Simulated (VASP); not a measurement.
# InSi6O16 (a cell with a defect) in VASP: notebook, part 2 of 2

VASP 6.6.1. Earlier steps stand in the parts before.

**3. Single point, PBE, collinear spin**

File INCAR:

```
  PREC = Accurate
  ENCUT = 520
  EDIFF = 1E-7
  ISMEAR = 0
  SIGMA = 0.05
  LREAL = Auto
  LASPH = True
  NELM = 150
  ALGO = Normal
  ISIF = 2
  LWAVE = False
  LCHARG = False
  ISPIN = 2
  MAGMOM = 0 0 0 0 0 0 0 0 0 0 0 0 0 0 0 0 0 0 0 0 0 0 1
  LORBIT = 11
  GGA = PE
  NBANDS = 88
```

File KPOINTS:

```
Automatic mesh
0
Gamma
  2 2 3
```

File POSCAR:

```
InSi6O16
1.0
   -4.1773000000     -4.1773000000      0.0000000000
    4.1773000000     -4.1773000000      0.0000000000
    0.0000000000      0.0000000000      5.3304000000
Si O In
6 16 1
Direct
    0.0000000000      0.5000000000      0.2570135410
    0.0000000000      0.5000000000      0.7429864590
    0.0000000000      0.0000000000      0.0000000000
    0.5000000000      0.0000000000      0.2545872766
    0.0000000000      0.0000000000      0.5000000000
    0.5000000000      0.0000000000      0.7454127234
    0.1741808781      0.5000000000      0.0000000000
    0.0000000000      0.1928057268      0.2498522110
    0.8258191219      0.5000000000      0.0000000000
    0.0000000000      0.8071942732      0.2498522110
    0.1877184881      0.5000000000      0.5000000000
    0.0000000000      0.1928057268      0.7501477890
    0.8122815119      0.5000000000      0.5000000000
    0.0000000000      0.8071942732      0.7501477890
    0.6940879739      0.0000000000      0.0000000000
    0.5000000000      0.7189543631      0.2951022992
    0.3059120261      0.0000000000      0.0000000000
    0.5000000000      0.2810456369      0.2951022992
    0.7036776328      0.0000000000      0.5000000000
    0.5000000000      0.7189543631      0.7048977008
    0.2963223672      0.0000000000      0.5000000000
    0.5000000000      0.2810456369      0.7048977008
    0.5000000000      0.5000000000      0.0000000000
```

Potentials or basis: VASP PAW PBE potentials, release 64 (Si, O, In_d).

On the command line:

```sh
$ cat potpaw_PBE.64/Si/POTCAR potpaw_PBE.64/O/POTCAR potpaw_PBE.64/In_d/POTCAR > POTCAR
$ mpirun -np 1 vasp_std > vasp.out
```

OUTCAR:

```text
PREC = Accurate
   ENCUT = 520
   EDIFF = 1E-7
   ISMEAR = 0
   LREAL = Auto
   LASPH = True
   NELM = 150
   ISIF = 2
   ISPIN = 2
   LORBIT = 11
   GGA = PE

 ion  position               nearest neighbor table
   1  0.000  0.500  0.257-  11 1.71  13 1.71   7 1.71   9 1.71   8 1.82  10 1.82   2 2.59   2 2.74
                            23 3.26  23 3.26
   2  0.000  0.500  0.743-  11 1.71  13 1.71   7 1.71   9 1.71  12 1.82  14 1.82   1 2.59   1 2.74
                            23 3.26  23 3.26
   3  0.000  0.000  0.000-   8 1.75  10 1.75  12 1.75  14 1.75  15 1.81  17 1.81   5 2.67   5 2.67
[... 9 lines left out ...]
   9  0.826  0.500  0.000-   1 1.71   2 1.71  23 1.92
  10  0.000  0.807  0.250-   3 1.75   5 1.75   1 1.82
  11  0.188  0.500  0.500-   1 1.71   2 1.71
  12  0.000  0.193  0.750-   3 1.75   5 1.75   2 1.82
  13  0.812  0.500  0.500-   1 1.71   2 1.71
  14  0.000  0.807  0.750-   3 1.75   5 1.75   2 1.82
  15  0.694  0.000  0.000-   4 1.78   6 1.78   3 1.81
  16  0.500  0.719  0.295-   4 1.67  23 2.04
  17  0.306  0.000  0.000-   4 1.78   6 1.78   3 1.81
  18  0.500  0.281  0.295-   4 1.67  23 2.04
  19  0.704  0.000  0.500-   5 1.75   4 1.78   6 1.78
  20  0.500  0.719  0.705-   6 1.67  23 2.04
  21  0.296  0.000  0.500-   5 1.75   4 1.78   6 1.78
  22  0.500  0.281  0.705-   6 1.67  23 2.04
  23  0.500  0.500  0.000-   7 1.92   9 1.92  16 2.04  18 2.04  20 2.04  22 2.04   4 3.25   6 3.25
                             4 3.25   6 3.25   1 3.26   2 3.26   1 3.26   2 3.26

  LATTYP: Found a simple tetragonal cell.
 ALAT       =     5.9075943141
 C/A-ratio  =     0.9022962168

  Lattice vectors:

 A1 = (  -4.1773000000,  -4.1773000000,   0.0000000000)
 A2 = (   4.1773000000,  -4.1773000000,   0.0000000000)
 A3 = (   0.0000000000,   0.0000000000,   5.3304000000)

Analysis of symmetry for initial positions (statically):
=====================================================================
 Subroutine PRICEL returns:
 Original cell was already a primitive cell.

 Routine SETGRP: Setting up the symmetry group for a
 simple tetragonal supercell.

 Subroutine GETGRP returns: Found  8 space group operations
 (whereof  8 operations were pure point group operations)
 out of a pool of 16 trial point group operations.

The static configuration has the point symmetry D_2h.

Analysis of symmetry for dynamics (positions and initial velocities):
=====================================================================
 Subroutine PRICEL returns:
 Original cell was already a primitive cell.

 Routine SETGRP: Setting up the symmetry group for a
 simple tetragonal supercell.

 Subroutine GETGRP returns: Found  8 space group operations
 (whereof  8 operations were pure point group operations)
 out of a pool of 16 trial point group operations.

The dynamic configuration has the point symmetry D_2h.

Analysis of structural, dynamic, and magnetic symmetry:
=====================================================================
 Subroutine PRICEL returns:
 Original cell was already a primitive cell.

 Routine SETGRP: Setting up the symmetry group for a
 simple tetragonal supercell.

 Subroutine GETGRP returns: Found  8 space group operations
 (whereof  8 operations were pure point group operations)
 out of a pool of 16 trial point group operations.
[... 136 lines left out ...]
   PSTRESS=    0.0 pullay stress
   NELECT =     133.0000    total number of electrons
   NUPDOWN=      -1.0000    fix difference up-down
   EMIN   =  10.00;   EMAX   =-10.00  energy-range for DOS
   EFERMI =   0.00;   METHOD = LEGACY
   ISMEAR =     0;   SIGMA  =   0.05  broadening in eV -4-tet -1-fermi 0-gaus
   EFERMI_NEDOS =   21; number of points for ismear=-14 and -15
   IALGO  =     38    algorithm
   IMIX   =      4    mixing-type and parameters
     AMIX     =   0.40;   BMIX     =  1.00
     AMIX_MAG =   1.60;   BMIX_MAG =  1.00
  volume/ion in A,a.u.               =       8.09        54.58
  Fermi-wavevector in a.u.,A,eV,Ry     =   1.463856  2.766287 29.155573  2.142874
  Thomas-Fermi vector in A             =   2.579901
   LORBIT       =     11    0 simple, 1 ext, 2 COOP (PROOUT), +10 PAW based schemes
   GGA     = PE    functional components
   LHFCALC =     F    Hartree Fock is set to
   AEXX    =    0.0000 exact exchange contribution
   IVDW    =     0    specifies the selected vdW correction
   LEPSILON=     F    determine dielectric tensor
   LRPA    =     F    only Hartree local field effects (RPA)
 spin polarized calculation
 Gauss-broadening in eV      SIGMA  =   0.05
  energy-cutoff  :      520.00
  volume of cell :      186.03
 maximum number of plane-waves:      5020
 NGX is ok and might be reduce to    48
   NGX = 21   NGY = 21   NGZ = 19

 number of electron     132.9999935 magnetization       0.1068412

 Free energy of the ion-electron system (eV)
  ---------------------------------------------------
  ext. energy  EPLUGINS =         0.00000000
  ---------------------------------------------------
  free energy    TOTEN  =      -154.43588100 eV

  energy without entropy =     -154.41958413  energy(sigma->0) =     -154.42773257

 E-fermi :   6.9725     XC(G=0): -12.1749

 val. band max:        6.9703119338   @ k =   0.0000   0.5000   0.3333
 cond. band min:       6.9728821939   @ k =   0.0000   0.5000   0.3333
 fundamental gap:      0.0025702601
 Fermi energy:         6.9724554521

 spin component 1

 k-point     1 :       0.0000    0.0000    0.0000
  band No.  band energies     occupation
      1     -15.1722      1.00000
      2     -13.9213      1.00000
      3     -12.7389      1.00000
      4     -12.6632      1.00000
      5     -12.5012      1.00000
      6     -12.2121      1.00000
[... 637 lines left out ...]
     77      17.9507      0.00000
     78      17.9835      0.00000
 Fermi energy:         6.9724554521

 spin component 2

 k-point     1 :       0.0000    0.0000    0.0000
  band No.  band energies     occupation
      1     -15.1586      1.00000
      2     -13.9057      1.00000
      3     -12.7374      1.00000
      4     -12.6417      1.00000
      5     -12.4950      1.00000
      6     -12.1675      1.00000
[... 637 lines left out ...]
     77      17.9554      0.00000
     78      17.9881      0.00000
 [bands above 78 left out]

------------------------ aborting loop because EDIFF is reached ----------------------------------------

  FORCE on cell =-STRESS in cart. coord.  units (eV):
  Direction    XX          YY          ZZ          XY          YZ          ZX
  --------------------------------------------------------------------------------------
  -------------------------------------------------------------------------------------
  Total       40.8253422     40.8253422     27.2601518      3.5031411      0.0000000      0.0000000
  in kB      351.6084378    351.6084378    234.7781757     30.1708180      0.0000000      0.0000000
  external PRESSURE =     312.6650171 kB  Pullay stress =       0.0000000 kB

 VOLUME and BASIS-vectors are now :
 -----------------------------------------------------------------------------
  energy-cutoff  :      520.00
  volume of cell :      186.03
      direct lattice vectors                 reciprocal lattice vectors
    -4.177300000 -4.177300000  0.000000000    -0.119694540 -0.119694540  0.000000000
     4.177300000 -4.177300000  0.000000000     0.119694540 -0.119694540  0.000000000
     0.000000000  0.000000000  5.330400000     0.000000000  0.000000000  0.187603182

 POSITION                                       TOTAL-FORCE (eV/Angst)
 -----------------------------------------------------------------------------------
      2.08865     -2.08865      1.36998         0.000000      0.000000     -0.072562
      2.08865     -2.08865      3.96042         0.000000      0.000000      0.072562
      0.00000      0.00000      0.00000         0.000000      0.000000      0.000000
     -2.08865     -2.08865      1.35705         0.000000      0.000000      0.022366
      0.00000      0.00000      2.66520         0.000000      0.000000      0.000000
     -2.08865     -2.08865      3.97335         0.000000      0.000000     -0.022366
[... 15 lines left out ...]
     -0.91464     -3.26266      3.75739         0.011207     -0.011207     -0.047160
      0.00000     -4.17730      0.00000         0.000000      0.000000      0.000000
 -----------------------------------------------------------------------------------
    total drift:                                0.000000     -0.000000     -0.000000

  FREE ENERGIE OF THE ION-ELECTRON SYSTEM (eV)
  ---------------------------------------------------
  free  energy   TOTEN  =      -154.4358810047 eV

  energy  without entropy=     -154.4195841265  energy(sigma->0) =     -154.42773257

 total charge

# of ion       s       p       d       tot
------------------------------------------
    1        0.607   0.935   0.000   1.543
    2        0.607   0.935   0.000   1.543
    3        0.593   0.889   0.000   1.482
    4        0.620   0.957   0.000   1.577
    5        0.595   0.914   0.000   1.509
    6        0.620   0.957   0.000   1.577
[... 15 lines left out ...]
   22        1.601   3.412   0.000   5.013
   23        0.714   0.967  10.171  11.853
--------------------------------------------------
tot         29.551  63.914  10.171 103.636

 magnetization (x)

# of ion       s       p       d       tot
------------------------------------------
    1       -0.000  -0.000   0.000  -0.000
    2       -0.000  -0.000   0.000  -0.000
    3        0.000   0.000   0.000   0.000
    4       -0.000  -0.001   0.000  -0.001
    5       -0.000  -0.001   0.000  -0.001
    6       -0.000  -0.001   0.000  -0.001
[... 15 lines left out ...]
   22       -0.002  -0.007   0.000  -0.008
   23       -0.002  -0.005   0.004  -0.002
--------------------------------------------------
tot         -0.005   0.091   0.004   0.090
```

Wall time 16 min (1 thread of Intel Xeon 8259CL, shared host); peak memory 0.44 GiB.

Results:

```
Free energy                                           : -154.4359 eV
Pressure                                              : 31.3 GPa
Largest force                                         : 0.073 eV/Å
Net moment                                            : 0.11 μB per cell
Site moments                                          : Si -0.00, +0.00 (each value once); O +0.00, +0.01, -0.01, +0.06 (each value once); In -0.00 μB
Valence electrons inside the program's atomic spheres : Si 1.54, 1.48, 1.58, 1.51 (each value once); O 5.26, 5.24, 5.11, 5.20, 5.01, 5.21 (each value once); In 11.85
```

Forces in eV/Å, atoms in the order of the input:
```
Si   0.000  0.000 -0.073
Si   0.000  0.000  0.073
Si   0.000  0.000  0.000
Si   0.000  0.000  0.022
Si   0.000  0.000  0.000
Si   0.000  0.000 -0.022
O   -0.031 -0.031  0.000
O    0.025 -0.025  0.007
O    0.031  0.031  0.000
O   -0.025  0.025  0.007
O   -0.048 -0.048  0.000
O    0.025 -0.025 -0.007
O    0.048  0.048  0.000
O   -0.025  0.025 -0.007
O    0.001  0.001  0.000
O   -0.011  0.011  0.047
O   -0.001 -0.001  0.000
O    0.011 -0.011  0.047
O   -0.025 -0.025  0.000
O   -0.011  0.011 -0.047
O    0.025  0.025  0.000
O    0.011 -0.011 -0.047
In   0.000  0.000  0.000
```

Stress tensor (GPa, compression positive):
```
35.16  3.02  0.00
 3.02 35.16  0.00
 0.00  0.00 23.48
```

Caveat: the k points lie up to 0.53 Å⁻¹ apart; spin-orbit coupling is left out, which moves the levels of the heavy elements.
